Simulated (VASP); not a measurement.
A run of VASP 6.6.1 is set up as follows.

Contents of POSCAR:

```
K2S
1.0
    0.0000000000      3.7027051400      3.7027051400
    3.7027051400      0.0000000000      3.7027051400
    3.7027051400      3.7027051400      0.0000000000
K S
2 1
Direct
    0.7500000000      0.7500000000      0.7500000000
    0.2500000000      0.2500000000      0.2500000000
    0.0000000000      0.0000000000      0.0000000000
```

Contents of INCAR.step1:

```
SYSTEM = K2S
ALGO = Normal ; EDIFF = 1E-5
ENCUT = 550 ; GGA = PE
GGA_COMPAT = .False. ; ISMEAR = -1
LASPH = .True. ; LCHARG = .False.
LREAL = .False. ; LWAVE = .True.
NBANDS = 19 ; NELM = 120
PREC = Accurate ; SIGMA = 0.02
```

Contents of INCAR.step2:

```
SYSTEM = K2S
ALGO = Normal ; EDIFF = 1E-6
ENCUT = 550 ; GGA_COMPAT = .False.
ISIF = 2 ; ISMEAR = -1
ISTART = 1 ; LASPH = .True.
LCHARG = .True. ; LELF = .True.
LMIXTAU = .True. ; LREAL = .False.
LVHAR = .True. ; LWAVE = .False.
METAGGA = R2SCAN ; NBANDS = 19
NELM = 120 ; PREC = Accurate
SIGMA = 0.02
```

KPOINTS

```
k-points
0
Gamma
  6 6 6
  0 0 0
```

Potentials or basis: VASP PAW PBE potentials, release 64 (K_sv, S).

Launch:

```console
$ cat potpaw_PBE.64/K_sv/POTCAR potpaw_PBE.64/S/POTCAR > POTCAR
$ cp INCAR.step1 INCAR
$ mpirun -np 1 vasp_std > vasp.out
$ cp INCAR.step2 INCAR
$ mpirun -np 1 vasp_std > vasp.out
```

Question: What does it give for the band gap on the k mesh?

Answer: 2.76 eV (least direct gap 2.95 eV).

Question: What does it give for the pressure?

Answer: 0.0 GPa.

Caveat: the PAW data sets were made with another functional, which shifts forces and pressure a little. A k mesh can miss the band edges.
